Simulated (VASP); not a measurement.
CoSi2: single point with PBEsol

The system is CoSi2.

```xyz
3
Lattice="0.0000 2.6564 2.6564 2.6564 0.0000 2.6564 2.6564 2.6564 0.0000" Properties=species:S:1:pos:R:3 pbc="T T T"
Co   -0.0712    0.0000    0.0000
Si    1.4029    1.2249    1.3282
Si    4.0592    4.0878    3.9845
```

This cell differs from its parent crystal: atoms displaced along several vibrational modes.

```yaml
Program: VASP 6.6.1
Task: single point
Functional: PBEsol
Potentials_or_basis: VASP PAW PBE potentials, release 64 (Co, Si)
Cutoff: 600 eV
k_mesh: 14 × 14 × 14
Occupations: gaussian, width 0.15 eV
Spin: no spin polarisation
```

- Pressure: 3.8 GPa
- Largest force: 2.026 eV/Å
- Band gap on the k mesh: zero (an odd number of electrons rules out a gap without spin polarisation)

Forces on the atoms (eV/Å):
```
Co   1.903  0.000  0.696
Si  -0.951  1.381 -0.348
Si  -0.951 -1.381 -0.348
```

Stress tensor (GPa, compression positive):
```
2.28 0.00 8.54
0.00 5.65 0.00
8.54 0.00 3.49
```

Levels at points of the mesh, in eV from the Fermi level:
```
           k point  band 7  band 8  band 9  band 10  band 11  band 12
(0.00, 0.00, 0.00)    0.91    2.75    3.09     3.13     3.61     3.76
(0.50, 0.00, 0.00)   -1.64   -0.70    0.26     2.27     3.15     3.78
(0.00, 0.50, 0.00)   -1.79   -1.04   -0.18     2.58     3.48     3.92
(0.50, 0.50, 0.00)   -2.14   -1.79   -1.42     1.61     2.77     8.59
(0.00, 0.50, 0.50)   -2.02   -1.74   -1.45     1.59     2.75     8.66
(0.50, 0.00, 0.50)   -1.99   -1.93   -1.47     1.58     2.84     8.63
```

Wall time 16 min on 1 thread of Oxide Virtual Turin-like Processor, on a shared host, peak memory 0.58 GiB.

Caveat: the cell differs from its parent crystal (atoms displaced along several vibrational modes); the cell stands under pressure; the PAW data sets were made with another functional, which shifts forces and pressure a little; an odd number of electrons without spin polarisation forces a metal; a magnetic or distorted state may lie lower. Spin polarisation is off, so any magnetic state and its effect on volume and gap are missing.
